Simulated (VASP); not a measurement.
A run of VASP 6.6.1 is set up as follows.

File INCAR:

```
  PREC = Accurate
  ENCUT = 600
  EDIFF = 1E-6
  ISMEAR = 0
  SIGMA = 0.1
  LREAL = False
  LASPH = True
  NELM = 80
  ALGO = Normal
  ISIF = 3
  LWAVE = False
  LCHARG = False
  GGA = PE
  IBRION = 2
  NSW = 100
  EDIFFG = -0.01
```

The input KPOINTS:

```
regular mesh
0
Gamma
  12 12 6
```

Contents of POSCAR:

```
Al2Cu
1.0
    2.8897518974      0.0000000000      0.0000000000
   -1.4448759487      2.5025985538      0.0000000000
    0.0000000000      0.0000000000      6.1441467579
Al Cu
2 1
Direct
    0.3333333333      0.6666666667      0.8208965964
    0.6666666667      0.3333333333      0.1791034036
    0.0000000000      0.0000000000      0.5000000000
```

Potentials or basis: VASP PAW PBE potentials, release 64 (Al, Cu).

Command:

```console
$ cat potpaw_PBE.64/Al/POTCAR potpaw_PBE.64/Cu/POTCAR > POTCAR
$ mpirun -np 1 vasp_std > vasp.out
```

(1) Predict the relaxed cell.

(2) Predict the band gap on the k mesh.

Answers

(1) a = 2.866 Å, b = 2.866 Å, c = 6.236 Å, α = 90.00°, β = 90.00°, γ = 120.00°.

(2) zero (an odd number of electrons rules out a gap without spin polarisation).
